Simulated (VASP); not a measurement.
A run of VASP 6.6.1 is set up as follows.

INCAR

```
  PREC = Accurate
  ENCUT = 520
  EDIFF = 1E-7
  ISMEAR = -1
  SIGMA = 0.1
  LREAL = False
  LASPH = True
  NELM = 80
  ALGO = Normal
  ISIF = 2
  LWAVE = False
  LCHARG = False
  GGA = PE
  NBANDS = 12
```

KPOINTS

```
regular mesh
0
Gamma
  15 15 15
```

The input POSCAR:

```
Zn
1.0
    0.0000000000      1.9391258191      1.9391258191
    1.9391258191      0.0000000000      1.9391258191
    1.9391258191      1.9391258191      0.0000000000
Zn
1
Direct
    0.0000000000      0.0000000000      0.0000000000
```

Potentials or basis: VASP PAW PBE potentials, release 64 (Zn).

Run with:

```console
$ cat potpaw_PBE.64/Zn/POTCAR > POTCAR
$ mpirun -np 1 vasp_std > vasp.out
```

Q: What does it give for the pressure?

A: 3.3 GPa.

Q: Predict the band gap on the k mesh.

A: Zero (band 6 reaches 5.23 eV, above the bottom of band 7 at 2.20 eV).
